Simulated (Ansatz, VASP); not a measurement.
Y2MgC2 in VASP and in Ansatz

INCAR

```
PREC = Accurate
ENCUT = 600
EDIFF = 1E-6
ISMEAR = 0
SIGMA = 0.1
LREAL = False
LASPH = True
NELM = 150
ALGO = Normal
ISIF = 3
LWAVE = False
LCHARG = False
ISPIN = 2
MAGMOM = 0 0 0 1 1
LORBIT = 11
LMAXMIX = 4
GGA = PE
IBRION = 2
NSW = 90
EDIFFG = -0.04
```

File KPOINTS:

```
Automatic mesh
0
Gamma
  6 6 2
```

POSCAR

```
Y2MgC2
1.0
    3.2421031100      0.0000000000      0.0000000000
   -1.6210515600      2.8077436600      0.0000000000
    0.0000000000      0.0000000000      8.4766730300
Y Mg C
2 1 2
Direct
    0.3333333300      0.6666666700      0.1410000000
    0.6666666700      0.3333333300      0.8590000000
    0.0000000000      0.0000000000      0.0000000000
    0.3333333300      0.6666666700      0.6670000000
    0.6666666700      0.3333333300      0.3330000000
```

Input for Ansatz:

```yaml
crystal:
  lattice:
    - [3.24210311, 0.0, 0.0]
    - [-1.62105156, 2.80774366, 0.0]
    - [0.0, 0.0, 8.47667303]
  atoms:
    - { symbol: "Y", position: [0.33333333, 0.66666667, 0.141] }
    - { symbol: "Y", position: [0.66666667, 0.33333333, 0.859] }
    - { symbol: Mg, position: [0.0, 0.0, 0.0] }
    - { symbol: C, position: [0.33333333, 0.66666667, 0.667], spin: 1.0 }
    - { symbol: C, position: [0.66666667, 0.33333333, 0.333], spin: 1.0 }
basis:
  ecutwfc: 420
kpoints:
  mp_grid: { grid: [6, 6, 2] }
hamiltonian:
  xc: pbe
scf:
  occupations: { method: gaussian, width: 0.1 }
  lower_state_search: "off"
output:
  forces: true
  stress: true
  eigenvalues: true
  populations: true
magnetization:
  spin_polarized: true
relax:
  adjacent_minimum: "off"
  f_tol: 0.04
  max_steps: 70
  cell: { stress_tol: 0.4 }
```

Change from the starting cell: species swapped into the Nb2CS2 type (P-3m1, No. 164).

Alike in both runs: task relaxation of cell and atoms; functional PBE; k mesh 6 × 6 × 2; occupations gaussian, width 0.1 eV; collinear spin.

|  | VASP | Ansatz |
| --- | --- | --- |
| version | VASP 6.6.1 | Ansatz 0.2.0 |
| potentials or method | VASP PAW PBE potentials, release 64 (Y_sv, Mg, C), cutoff 600 eV | scalar-relativistic, plane waves, PAW |
| valence electrons in the cell | 32 | 40 |

```tsv
	VASP	Ansatz	Ansatz less VASP
gap on the k mesh at the Fermi level, each at its own relaxed structure (eV)	none	none	-
net moment per atom (μB)	0.00	0.00	0.000
relaxed volume (Å³/atom)	16.40	16.44	+0.047
relaxed cell length with the largest relative difference (Å)	5.400	5.373	-0.0273
```

A gap of «none» marks a metal or a gap that the smearing closes. VASP's potentials hold 32 valence electrons a cell and Ansatz's 40, so a difference there can come from the potentials and not from the codes. Ansatz's warnings: seeded moment not kept.

The k mesh is coarse, so the values compare programs but aren't converged.
